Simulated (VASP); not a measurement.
Set up this calculation in VASP 6.6.1, as the native input.

| Quantity | Value |
| --- | --- |
| Task | single point |
| Functional | r2SCAN |
| Potentials or basis | VASP PAW PBE potentials, release 64 (Na_pv, F) |
| Cutoff | 520 eV |
| k mesh | 10 × 10 × 10 |
| Occupations | gaussian, width 0.05 eV |
| Spin | no spin polarisation |
| Dipole correction | no |
| Further INCAR settings | ALGO = Normal; EDIFF = 1e-06; NBANDS = 14 |

Crystal: NaF.

```xyz
2
Lattice="0.0000 2.0699 2.9269 2.0699 0.0000 2.9269 2.0699 2.0699 0.0000" Properties=species:S:1:pos:R:3 pbc="T T T"
Na    0.0000    0.0000    0.0000
F     2.0699    2.0699    2.9269
```

This cell differs from its parent crystal: ratio of the length along z to the lengths across it x 1.414, volume and fractional coordinates fixed.

These files were run (other wordings do the same):

POSCAR

```
NaF
1.0
    0.0000000000      2.0699291914      2.9268798766
    2.0699291914      0.0000000000      2.9268798766
    2.0699291914      2.0699291914      0.0000000000
Na F
1 1
Direct
    0.0000000000      0.0000000000      0.0000000000
    0.5000000000      0.5000000000      0.5000000000
```

INCAR.step1

```
  PREC = Accurate
  ENCUT = 520
  ISMEAR = 0
  SIGMA = 0.05
  LREAL = F
  LASPH = T
  NELM = 60
  NBANDS = 14
  GGA = PE
  ALGO = Normal
  EDIFF = 1E-4
  LWAVE = T
  LCHARG = F
```

INCAR.step2

```
  PREC = Accurate
  ENCUT = 520
  EDIFF = 1E-6
  ISMEAR = 0
  SIGMA = 0.05
  LREAL = F
  LASPH = T
  NELM = 60
  ALGO = Normal
  ISIF = 2
  LWAVE = F
  LCHARG = T
  METAGGA = R2SCAN
  LMIXTAU = T
  LELF = T
  LVHAR = T
  NBANDS = 14
  ISTART = 1
```

KPOINTS

```
Automatic mesh
0
Gamma
  10 10 10
```

Potentials or basis: VASP PAW PBE potentials, release 64 (Na_pv, F).

Command:

```console
$ cat potpaw_PBE.64/Na_pv/POTCAR potpaw_PBE.64/F/POTCAR > POTCAR
$ cp INCAR.step1 INCAR
$ mpirun -np 1 vasp_std > vasp.out
$ cp INCAR.step2 INCAR
$ mpirun -np 1 vasp_std > vasp.out
```

Results of the run:

| Quantity | Value |
| --- | --- |
| Pressure | 10.9 GPa |
| Band gap on the k mesh | 6.74 eV |

Caveat: the cell stands under pressure; the PAW data sets were made with another functional, which shifts forces and pressure a little.

Wall time 62 s on 1 thread of Intel(R) Xeon(R) 6975P-C (Granite Rapids) (shared host), peak memory 0.16 GiB.
